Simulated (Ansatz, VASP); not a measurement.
As: VASP beside Ansatz

```
CELL_PARAMETERS angstrom
5.08236 0.00000 0.00000
0.00000 5.08236 0.00000
0.00000 0.00000 2.99889
ATOMIC_POSITIONS crystal
As 0.78744 0.78744 0.00000
As 0.21256 0.21256 0.00000
As 0.71256 0.28744 0.50000
As 0.28744 0.71256 0.50000
```

Alike in both runs: task relaxation of cell and atoms; functional PBE; k mesh 10 × 10 × 16; occupations gaussian, width 0.1 eV; no spin polarisation.

|  | VASP | Ansatz |
| --- | --- | --- |
| version | VASP 6.6.1 | Ansatz 0.2.0 |
| potentials or method | VASP PAW PBE potentials, release 64 (As), cutoff 600 eV | scalar-relativistic, plane waves, PAW |
| valence electrons in the cell | 20 | 60 |

Ansatz gave:

```
gap on the k mesh at the Fermi level, each at its own relaxed structure (eV) : none
relaxed volume (Å³/atom)                                                     : 19.07
relaxed cell length with the largest relative difference (Å)                 : 3.333
```

**Question.** Estimate VASP's values.

**Answer.** gap on the k mesh at the Fermi level, each at its own relaxed structure (eV): none; relaxed volume (Å³/atom): 19.09; relaxed cell length with the largest relative difference (Å): 3.350.

A gap of «none» marks a metal or a gap that the smearing closes. VASP's potentials hold 20 valence electrons a cell and Ansatz's 60, so a difference there can come from the potentials and not from the codes.
